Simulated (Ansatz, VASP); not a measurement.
**CaO: VASP beside Ansatz**

```
Ca O
1.0
     0.00000    2.38357    2.38357
     2.38357    0.00000    2.38357
     2.38357    2.38357    0.00000
Ca O
1 1
Cartesian
  0.0000 0.0000 0.0000
  2.3836 2.3836 2.3836
```

Alike in both runs: functional PBEsol; k mesh 8 × 8 × 8; occupations gaussian, width 0.02 eV; no spin polarisation.

Ansatz relaxed the structure, and its values are those at the end. VASP's run is a single point on that final structure, the one shown.

|  | VASP | Ansatz |
| --- | --- | --- |
| version | VASP 6.6.1 | Ansatz 0.2.0 |
| potentials or method | VASP PAW PBE potentials, release 64 (Ca_sv, O), cutoff 520 eV | scalar-relativistic, plane waves, PAW |
| valence electrons in the cell | 16 | 16 |

|  | VASP | Ansatz | Ansatz less VASP |
| --- | --- | --- | --- |
| gap on the k mesh at the Fermi level (eV) | 3.52 | 3.54 | +0.022 |
| least direct gap on the mesh (eV) | 3.89 | 3.92 | +0.021 |
| pressure (GPa) | 0.7 | 0.0 | -0.66 |

VASP's potentials were made for PBE, not for PBEsol. The functional is the same, so the differences come from potentials, cutoffs and numerics.
